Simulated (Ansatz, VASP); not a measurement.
# One calculation of BN, two programs

INCAR

```
SYSTEM = BN
PREC     = Accurate       ! precision mode
ENCUT    = 520            ! plane-wave cutoff, eV
EDIFF    = 1E-7           ! SCF threshold, eV
ISMEAR   = 0              ! smearing method
SIGMA    = 0.05           ! smearing width, eV
LREAL    = .FALSE.        ! projectors in reciprocal space
LASPH    = .TRUE.         ! aspherical terms in the spheres
NELM     = 60             ! most SCF steps
ALGO     = Normal         ! electronic algorithm
ISIF     = 2              ! what is computed and relaxed
LWAVE    = .FALSE.        ! write WAVECAR
LCHARG   = .FALSE.        ! write CHGCAR
NBANDS   = 16             ! bands
```

The input KPOINTS:

```
Automatic mesh
0
G
  12 12 4
  0 0 0
```

The input POSCAR:

```
BN
1.0
    2.4475313905      0.0000000000      0.0000000000
   -1.2237656953      2.1196243608      0.0000000000
    0.0000000000      0.0000000000      7.0356737352
B N
2 2
Direct
    0.3333333333      0.6666666667      0.2500000000
    0.6666666667      0.3333333333      0.7500000000
    0.3333333333      0.6666666667      0.7500000000
    0.6666666667      0.3333333333      0.2500000000
```

Input for Ansatz:

```yaml
crystal:
  lattice:
    - [2.4475313905, 0.0, 0.0]
    - [-1.2237656953, 2.1196243608, 0.0]
    - [0.0, 0.0, 7.0356737352]
  atoms:
    - { symbol: B, position: [0.3333333333, 0.6666666667, 0.25] }
    - { symbol: B, position: [0.6666666667, 0.3333333333, 0.75] }
    - { symbol: "N", position: [0.3333333333, 0.6666666667, 0.75] }
    - { symbol: "N", position: [0.6666666667, 0.3333333333, 0.25] }
basis:
  ecutwfc: 520.0
kpoints:
  mp_grid: { grid: [12, 12, 4] }
hamiltonian:
  xc: lda
  pseudopotentials: { kind: paw, azcp: { folder: soft_1 } }
scf:
  occupations: { method: gaussian, width: 0.05 }
output:
  forces: true
  stress: true
  eigenvalues: true
  write_density: true
  write_potential: true
  elf: true
  volumetric_format: npy
```

Alike in both runs: task single point; functional LDA; k mesh 12 × 12 × 4; occupations gaussian, width 0.05 eV; no spin polarisation.

|  | VASP | Ansatz |
| --- | --- | --- |
| version | VASP 6.6.1 | Ansatz 0.2.0 |
| potentials or method | VASP PAW LDA potentials, release 64 (B, N), cutoff 520 eV | scalar-relativistic, plane waves, PAW |
| valence electrons in the cell | 16 | 16 |

Ansatz gave:

```
gap on the k mesh at the Fermi level (eV)                     : 4.29
least direct gap on the mesh (eV)                             : 4.69
pressure (GPa)                                                : 12.0
traceless stress, the component that is largest in VASP (GPa) : -13.27
```

Task: Estimate VASP's values.

Result: gap on the k mesh at the Fermi level (eV): 4.27; least direct gap on the mesh (eV): 4.68; pressure (GPa): 12.6; traceless stress, the component that is largest in VASP (GPa): -14.04.

Ansatz warns that its potentials were made for another functional, while VASP's fit it. LDA's correlation is that of Perdew and Zunger in VASP and of Perdew and Wang (1992) in Ansatz.
